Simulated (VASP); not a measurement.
# Ti3Al (Pm-3m) in VASP: a series of runs

Runs on Ti3Al. Level: PBE. Tasks: relaxation of cell and atoms, single point.

Program: VASP 6.6.1. These are calculated values, not measurements. Logs are shortened: lines on timing, memory, paths and dates and some standing lists are left out, and cuts for length are marked.

### 1 The cell of the first run

It takes space group Pm-3m (No. 221, cubic). The conventional cell has a = 3.881 Å, b = 3.881 Å, c = 3.881 Å, α = 90.00°, β = 90.00°, γ = 90.00°. Ti (site symmetry 4/mmm) has 8 Ti at 2.74 Å and 4 Al at 2.74 Å within 3.6 Å. Within 3.6 Å of Al (site symmetry m-3m) lie 12 Ti at 2.74 Å.

The cell was generated, and may not be a known phase.

### 2 Relaxation of cell and atoms, PBE

INCAR reads:

```
PREC = Accurate ; ENCUT = 600
EDIFF = 1E-7 ; ISMEAR = 0
SIGMA = 0.1 ; LREAL = False
LASPH = True ; NELM = 60
ALGO = Normal ; ISIF = 3
LWAVE = False ; LCHARG = False
GGA = PE ; IBRION = 2
NSW = 90 ; EDIFFG = -0.04
```

KPOINTS reads:

```
regular mesh
0
Gamma
  4 4 4
```

POSCAR reads:

```
Ti3Al
1.0
    3.8812112600      0.0000000000      0.0000000000
    0.0000000000      3.8812112600      0.0000000000
    0.0000000000      0.0000000000      3.8812112600
Ti Al
3 1
Direct
    0.0000000000      0.5000000000      0.5000000000
    0.5000000000      0.0000000000      0.5000000000
    0.5000000000      0.5000000000      0.0000000000
    0.0000000000      0.0000000000      0.0000000000
```

Potentials or basis: VASP PAW PBE potentials, release 64 (Ti_sv, Al).

Started as:

```sh
$ cat potpaw_PBE.64/Ti_sv/POTCAR potpaw_PBE.64/Al/POTCAR > POTCAR
$ mpirun -np 1 vasp_std > vasp.out
```

OUTCAR:

```text
PREC = Accurate
   ENCUT = 600
   EDIFF = 1E-7
   ISMEAR = 0
   LREAL = False
   LASPH = True
   NELM = 60
   ISIF = 3
   GGA = PE
   IBRION = 2
   NSW = 90
   EDIFFG = -0.04

 ion  position               nearest neighbor table
   1  0.000  0.500  0.500-   2 2.74   3 2.74   4 2.74   3 2.74   4 2.74   2 2.74   4 2.74   4 2.74
                             2 2.74   3 2.74   3 2.74   2 2.74
   2  0.500  0.000  0.500-   1 2.74   3 2.74   4 2.74   3 2.74   4 2.74   1 2.74   3 2.74   3 2.74
                             1 2.74   4 2.74   4 2.74   1 2.74
   3  0.500  0.500  0.000-   1 2.74   2 2.74   4 2.74   1 2.74   2 2.74   2 2.74   4 2.74   2 2.74
                             1 2.74   4 2.74   1 2.74   4 2.74
   4  0.000  0.000  0.000-   1 2.74   2 2.74   3 2.74   1 2.74   2 2.74   1 2.74   3 2.74   1 2.74
                             2 2.74   3 2.74   2 2.74   3 2.74

  LATTYP: Found a simple cubic cell.
 ALAT       =     3.8812112600

  Lattice vectors:

 A1 = (   3.8812112600,   0.0000000000,   0.0000000000)
 A2 = (   0.0000000000,   3.8812112600,   0.0000000000)
 A3 = (   0.0000000000,   0.0000000000,   3.8812112600)

Analysis of symmetry for initial positions (statically):
=====================================================================
 Subroutine PRICEL returns:
 Original cell was already a primitive cell.

 Routine SETGRP: Setting up the symmetry group for a
 simple cubic supercell.

 Subroutine GETGRP returns: Found 48 space group operations
 (whereof 48 operations were pure point group operations)
 out of a pool of 48 trial point group operations.

The static configuration has the point symmetry O_h .

Analysis of symmetry for dynamics (positions and initial velocities):
=====================================================================
 Subroutine PRICEL returns:
 Original cell was already a primitive cell.

 Routine SETGRP: Setting up the symmetry group for a
 simple cubic supercell.

 Subroutine GETGRP returns: Found 48 space group operations
 (whereof 48 operations were pure point group operations)
 out of a pool of 48 trial point group operations.

The dynamic configuration has the point symmetry O_h .

 Subroutine INISYM returns: Found 48 space group operations
 (whereof 48 operations are pure point group operations),
 and found     1 'primitive' translations

----------------------------------------------------------------------------------------

                                     Primitive cell

  volume of cell :      58.4658

  direct lattice vectors                    reciprocal lattice vectors
     3.881211260  0.000000000  0.000000000     0.257651525  0.000000000  0.000000000
     0.000000000  3.881211260  0.000000000     0.000000000  0.257651525  0.000000000
     0.000000000  0.000000000  3.881211260     0.000000000  0.000000000  0.257651525

  length of vectors
     3.881211260  3.881211260  3.881211260     0.257651525  0.257651525  0.257651525

  position of ions in fractional coordinates (direct lattice)
     0.000000000  0.500000000  0.500000000
     0.500000000  0.000000000  0.500000000
     0.500000000  0.500000000  0.000000000
     0.000000000  0.000000000  0.000000000

  ion indices of the primitive-cell ions
   primitive index   ion index
                 1           1
                 2           2
                 3           3
                 4           4

----------------------------------------------------------------------------------------

 KPOINTS: regular mesh

Automatic generation of k-mesh.
 Grid dimensions read from file:
 generate k-points for:    4    4    4

 Generating k-lattice:

  Cartesian coordinates                     Fractional coordinates (reciprocal lattice)
     0.064412881  0.000000000  0.000000000     0.250000000  0.000000000  0.000000000
     0.000000000  0.064412881  0.000000000     0.000000000  0.250000000  0.000000000
     0.000000000  0.000000000  0.064412881     0.000000000  0.000000000  0.250000000

  Length of vectors
     0.064412881  0.064412881  0.064412881

  Shift w.r.t. Gamma in fractional coordinates (k-lattice)
     0.000000000  0.000000000  0.000000000

 Subroutine IBZKPT returns following result:
 ===========================================

 Found     10 irreducible k-points:

 Following reciprocal coordinates:
            Coordinates               Weight
  0.000000  0.000000  0.000000      1.000000
  0.250000  0.000000  0.000000      6.000000
  0.500000  0.000000  0.000000      3.000000
  0.250000  0.250000  0.000000     12.000000
  0.500000  0.250000  0.000000     12.000000
  0.500000  0.500000  0.000000      3.000000
  0.250000  0.250000  0.250000      8.000000
  0.500000  0.250000  0.250000     12.000000
  0.500000  0.500000  0.250000      6.000000
  0.500000  0.500000  0.500000      1.000000
   k-points           NKPTS =     10   k-points in BZ     NKDIM =     10   number of bands    NBANDS=     23
   number of dos      NEDOS =    301   number of ions     NIONS =      4
   total plane-waves  NPLWV =  32768
   dimension x,y,z NGX =    32 NGY =   32 NGZ =   32
   dimension x,y,z NGXF=    64 NGYF=   64 NGZF=   64
   ions per type =               3   1
   NGX,Y,Z   is equivalent  to a cutoff of  13.71, 13.71, 13.71 a.u.
   NGXF,Y,Z  is equivalent  to a cutoff of  27.41, 27.41, 27.41 a.u.
 SYSTEM =  unknown system
   PREC   = accura    normal or accurate (medium, high low for compatibility)
   ISTART =      0    job   : 0-new  1-cont  2-samecut
   ICHARG =      2    charge: 1-file 2-atom 10-const
   ISPIN  =      1    spin polarized calculation?
   LNONCOLLINEAR =      F non collinear calculations
   LSORBIT =      F    spin-orbit coupling
   LASPH  =      T    aspherical Exc in radial PAW
   ENCUT  =  600.0 eV  44.10 Ry    6.64 a.u.   7.75  7.75  7.75*2*pi/ulx,y,z
   NELM   =     60;   NELMIN=  2; NELMDL= -5     # of ELM steps
   EDIFF  = 0.1E-06   stopping-criterion for ELM
   LREAL  =      F    real-space projection
   EDIFFG = -.4E-01   stopping-criterion for IOM
   NSW    =     90    number of steps for IOM
   IBRION =      2    ionic relax: 0-MD 1-quasi-New 2-CG
   NFREE  =      1    steps in history (QN), initial steepest desc. (CG)
   ISIF   =      3    stress and relaxation
   ISYM   =      2    0-nonsym 1-usesym 2-fastsym
   POTIM  = 0.5000    time-step for ionic-motion
   TEBEG  =    0.0;   TEEND  =   0.0 temperature during run
   PSTRESS=    0.0 pullay stress
   NELECT =      39.0000    total number of electrons
   NUPDOWN=      -1.0000    fix difference up-down
   EMIN   =  10.00;   EMAX   =-10.00  energy-range for DOS
   EFERMI =   0.00;   METHOD = LEGACY
   ISMEAR =     0;   SIGMA  =   0.10  broadening in eV -4-tet -1-fermi 0-gaus
   EFERMI_NEDOS =   21; number of points for ismear=-14 and -15
   IALGO  =     38    algorithm
   IMIX   =      4    mixing-type and parameters
     AMIX     =   0.40;   BMIX     =  1.00
     AMIX_MAG =   1.60;   BMIX_MAG =  1.00
  volume/ion in A,a.u.               =      14.62        98.64
  Fermi-wavevector in a.u.,A,eV,Ry     =   1.430416  2.703095 27.838751  2.046090
  Thomas-Fermi vector in A             =   2.550264
   LORBIT       =      0    0 simple, 1 ext, 2 COOP (PROOUT), +10 PAW based schemes
   GGA     = PE    functional components
   LHFCALC =     F    Hartree Fock is set to
   AEXX    =    0.0000 exact exchange contribution
   IVDW    =     0    specifies the selected vdW correction
   LEPSILON=     F    determine dielectric tensor
   LRPA    =     F    only Hartree local field effects (RPA)
 conjugate gradient relaxation of ions
 non-spin polarized calculation
 Gauss-broadening in eV      SIGMA  =   0.10
  energy-cutoff  :      600.00
  volume of cell :       58.47
 maximum number of plane-waves:      1972
 NGX is ok and might be reduce to    32
   NGX = 15   NGY = 15   NGZ = 15

--------------------------------------- Ionic step        1  -------------------------------------------

 number of electron      39.0000019 magnetization

 Free energy of the ion-electron system (eV)
  ---------------------------------------------------
  ext. energy  EPLUGINS =         0.00000000
  ---------------------------------------------------
  free energy    TOTEN  =       -27.88145975 eV

  energy without entropy =      -27.85038176  energy(sigma->0) =      -27.86592075

------------------------ aborting loop because EDIFF is reached ----------------------------------------

  FORCE on cell =-STRESS in cart. coord.  units (eV):
  Direction    XX          YY          ZZ          XY          YZ          ZX
  --------------------------------------------------------------------------------------
  -------------------------------------------------------------------------------------
  Total        6.5874478      6.5874478      6.5874478      0.0000000     -0.0000000      0.0000000
  in kB      180.5202492    180.5202492    180.5202492      0.0000000     -0.0000000      0.0000000
  external PRESSURE =     180.5202492 kB  Pullay stress =       0.0000000 kB

 VOLUME and BASIS-vectors are now :
 -----------------------------------------------------------------------------
  energy-cutoff  :      600.00
  volume of cell :       58.47
      direct lattice vectors                 reciprocal lattice vectors
     3.881211260  0.000000000  0.000000000     0.257651525  0.000000000  0.000000000
     0.000000000  3.881211260  0.000000000     0.000000000  0.257651525  0.000000000
     0.000000000  0.000000000  3.881211260     0.000000000  0.000000000  0.257651525
[... 39 lines left out ...]
 POSITION                                       TOTAL-FORCE (eV/Angst)
 -----------------------------------------------------------------------------------
      0.00000      2.09478      2.09478         0.000000     -0.000000      0.000000
      2.09478     -0.00000      2.09478         0.000000      0.000000      0.000000
      2.09478      2.09478      0.00000        -0.000000     -0.000000      0.000000
      0.00000      0.00000      0.00000        -0.000000     -0.000000      0.000000
 -----------------------------------------------------------------------------------
    total drift:                                0.000000     -0.000000     -0.000000

  FREE ENERGIE OF THE ION-ELECTRON SYSTEM (eV)
  ---------------------------------------------------
  free  energy   TOTEN  =       -28.0577956585 eV

  energy  without entropy=      -28.0101896788  energy(sigma->0) =      -28.03399267

--------------------------------------- Ionic step        3  -------------------------------------------

 number of electron      39.0000017 magnetization

 Free energy of the ion-electron system (eV)
  ---------------------------------------------------
  ext. energy  EPLUGINS =         0.00000000
  ---------------------------------------------------
  free energy    TOTEN  =       -28.28484017 eV

  energy without entropy =      -28.24556075  energy(sigma->0) =      -28.26520046

 E-fermi :   8.2748     XC(G=0): -11.3184

 val. band max:        8.2551585306   @ k =   0.2500   0.2500   0.0000
 cond. band min:       8.4275825738   @ k =   0.5000   0.5000   0.2500
 fundamental gap:      0.1724240432
 Fermi energy:         8.2748061979

 k-point     1 :       0.0000    0.0000    0.0000
  band No.  band energies     occupation
      1     -48.2770      2.00000
      2     -48.1321      2.00000
      3     -48.1321      2.00000
      4     -24.7174      2.00000
      5     -24.7174      2.00000
      6     -24.7174      2.00000
[... 15 lines left out ...]
     22       9.3218      0.00000
     23      10.0955      0.00000
[... 254 lines left out ...]
 POSITION                                       TOTAL-FORCE (eV/Angst)
 -----------------------------------------------------------------------------------
      0.00000      2.02540      2.02540         0.000000     -0.000000      0.000000
      2.02540     -0.00000      2.02540         0.000000     -0.000000      0.000000
      2.02540      2.02540      0.00000        -0.000000      0.000000      0.000000
      0.00000      0.00000      0.00000        -0.000000      0.000000      0.000000
 -----------------------------------------------------------------------------------
    total drift:                                0.000000     -0.000000     -0.000000

  FREE ENERGIE OF THE ION-ELECTRON SYSTEM (eV)
  ---------------------------------------------------
  free  energy   TOTEN  =       -28.2848401694 eV

  energy  without entropy=      -28.2455607547  energy(sigma->0) =      -28.26520046

 reached required accuracy - stopping structural energy minimisation
```

Wall time 1.9 min (1 thread of Intel Xeon 8259CL, shared host); peak memory 0.18 GiB.

What came out:

| Item | Value |
| --- | --- |
| Free energy | -28.2848 eV |
| Relaxed volume | 16.62 Å³/atom |
| Relaxed cell | a = 4.051 Å, b = 4.051 Å, c = 4.051 Å, α = 90.00°, β = 90.00°, γ = 90.00° |
| Space group after relaxing (to 0.1 Å) | Pm-3m (No. 221) |
| Energy gained by relaxing | 100.8 meV/atom |
| Ionic steps | 3 |
| Pressure after relaxing | -0.1 GPa |
| Band gap on the k mesh | zero (an odd number of electrons rules out a gap without spin polarisation) |

The path:
| step | energy change (eV) | largest force (eV/Å) | pressure (GPa) | volume (Å³) |
| --- | --- | --- | --- | --- |
| 1 | 0.0000 | 0.0000 | 18.05 | 58.47 |
| 2 | -0.1763 | 0.0000 | -9.37 | 73.54 |
| 3 | -0.4034 | 0.0000 | -0.14 | 66.47 |

Final structure:
```
CELL_PARAMETERS angstrom
4.05081 0.00000 0.00000
0.00000 4.05081 0.00000
0.00000 0.00000 4.05081
ATOMIC_POSITIONS crystal
Ti 0.00000 0.50000 0.50000
Ti 0.50000 0.00000 0.50000
Ti 0.50000 0.50000 0.00000
Al 0.00000 0.00000 0.00000
```

Caveat: the k points lie up to 0.39 Å⁻¹ apart in the final cell, too coarse for converged energies and pressures of a metal.

[end of part 1 of 2]

The gap in the log of VASP goes by the Fermi energy; the results here count the filled bands.